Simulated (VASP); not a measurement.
Write the native input for VASP 6.6.1 that does the following.

```yaml
Task: single point
Functional: PBE
Dispersion: D3(BJ)
Potentials_or_basis: VASP PAW PBE potentials, release 64 (Pt, Se)
Cutoff: 520 eV
k_mesh: 15 × 15 × 10
Occupations: gaussian, width 0.1 eV
Spin: no spin polarisation
Dipole_correction: no
Further_INCAR_settings: ALGO = Normal; EDIFF = 1e-07; NBANDS = 18
```

The structure of PtSe2 (spin) lies in POSCAR:

```
PtSe2
1.0
    3.7717303359      0.0000000000      0.0000000000
   -1.8858651680      3.2664142871      0.0000000000
    0.0000000000      0.0000000000      4.8206898038
Pt Se
1 2
Direct
    0.0000000000      0.0000000000      0.0000000000
    0.3333333333      0.6666666667      0.2655502303
    0.6666666667      0.3333333333      0.7344497697
```

One way to write it, as run:

INCAR

```
PREC = Accurate
ENCUT = 520
EDIFF = 1E-7
ISMEAR = 0
SIGMA = 0.1
LREAL = False
LASPH = True
NELM = 100
ALGO = Normal
ISIF = 2
LWAVE = False
LCHARG = False
GGA = PE
IVDW = 12
NBANDS = 18
```

KPOINTS

```
Automatic mesh
0
Gamma
  15 15 10
```

Potentials or basis: VASP PAW PBE potentials, release 64 (Pt, Se).

Run with:

```bash
$ cat potpaw_PBE.64/Pt/POTCAR potpaw_PBE.64/Se/POTCAR > POTCAR
$ mpirun -np 1 vasp_std > vasp.out
```

Results of the run:

```yaml
Pressure: 0.0 GPa
Largest_force: 0.006 eV/Å
Band_gap_on_the_k_mesh: zero (band 11 reaches 7.50 eV, above the bottom of band 12 at 6.60 eV)
Dispersion_energy_per_atom: -0.490 eV
```

Caveat: spin-orbit coupling is left out, which moves the levels of the heavy elements; pairwise dispersion overbinds metals, which lowers pressure and volume.

It took 80 s on 1 thread of Intel(R) Xeon(R) 6975P-C (Granite Rapids), on a shared host, peak memory 0.38 GiB.
